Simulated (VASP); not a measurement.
A run of VASP 6.6.1:

INCAR

```
ALGO = Normal
EDIFF = 1E-6
ENCUT = 520
GGA = PS
ISIF = 2
ISMEAR = -1
LASPH = True
LCHARG = False
LREAL = False
LWAVE = False
NBANDS = 24
NELM = 60
PREC = Accurate
SIGMA = 0.05
```

The input KPOINTS:

```
k-points
0
Gamma
  6 6 6
```

File POSCAR:

```
Sc2BC2
1.0
   -1.6629500000      1.6629500000      5.3370500000
    1.6629500000     -1.6629500000      5.3370500000
    1.6629500000      1.6629500000     -5.3370500000
Sc B C
2 1 2
Direct
    0.3475900000      0.3475900000      0.0000000000
    0.6524100000      0.6524100000      0.0000000000
    0.0000000000      0.0000000000      0.0000000000
    0.1381600000      0.1381600000      0.0000000000
    0.8618400000      0.8618400000      0.0000000000
```

Potentials or basis: VASP PAW PBE potentials, release 64 (Sc_sv, B, C).

Command:

```console
$ cat potpaw_PBE.64/Sc_sv/POTCAR potpaw_PBE.64/B/POTCAR potpaw_PBE.64/C/POTCAR > POTCAR
$ mpirun -np 1 vasp_std > vasp.out
```

Hardware: 1 thread of Intel(R) Xeon(R) Platinum 8259CL CPU @ 2.50GHz (Skylake/Cascade Lake), with other jobs on the host.

**Question.** Estimate the wall time of this run.

**Answer.** Run time: 2.1 min on 1 thread of Intel(R) Xeon(R) Platinum 8259CL CPU @ 2.50GHz (Skylake/Cascade Lake) (shared host), peak memory 0.34 GiB. Counts: scf iterations 15, k points 30.
